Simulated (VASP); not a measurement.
A run of VASP 6.6.1 is set up as follows.

POSCAR

```
CaO
1.0
    0.0000000000      2.4079525000      2.4079525000
    2.4079525000      0.0000000000      2.4079525000
    2.4079525000      2.4079525000      0.0000000000
Ca O
1 1
Direct
    0.0000000000      0.0000000000      0.0000000000
    0.5000000000      0.5000000000      0.5000000000
```

INCAR.step1

```
PREC = Accurate ; ENCUT = 520
ISMEAR = -1 ; SIGMA = 0.0168
LREAL = F ; LASPH = T
NELM = 60 ; NBANDS = 15
GGA = PE ; ALGO = Normal
EDIFF = 1E-4 ; LWAVE = T
LCHARG = F
```

INCAR.step2

```
PREC = Accurate ; ENCUT = 520
EDIFF = 1E-6 ; ISMEAR = -1
SIGMA = 0.0168 ; LREAL = F
LASPH = T ; NELM = 60
ALGO = Normal ; ISIF = 2
LWAVE = F ; LCHARG = T
METAGGA = R2SCAN ; LMIXTAU = T
LELF = T ; LVHAR = T
NBANDS = 15 ; ISTART = 1
```

The input KPOINTS:

```
regular mesh
0
Gamma
  9 9 9
```

Potentials or basis: VASP PAW PBE potentials, release 64 (Ca_sv, O).

Launch:

```console
$ cat potpaw_PBE.64/Ca_sv/POTCAR potpaw_PBE.64/O/POTCAR > POTCAR
$ cp INCAR.step1 INCAR
$ mpirun -np 1 vasp_std > vasp.out
$ cp INCAR.step2 INCAR
$ mpirun -np 1 vasp_std > vasp.out
```

Q: Estimate the band gap on the k mesh.

A: 4.25 eV, indirect (least direct gap 4.62 eV).

Q: Estimate the pressure.

A: -0.5 GPa.

Caveat: the PAW data sets were made with another functional, which shifts forces and pressure a little. r2SCAN opens gaps a little over a GGA but as a rule still falls short of measured ones.
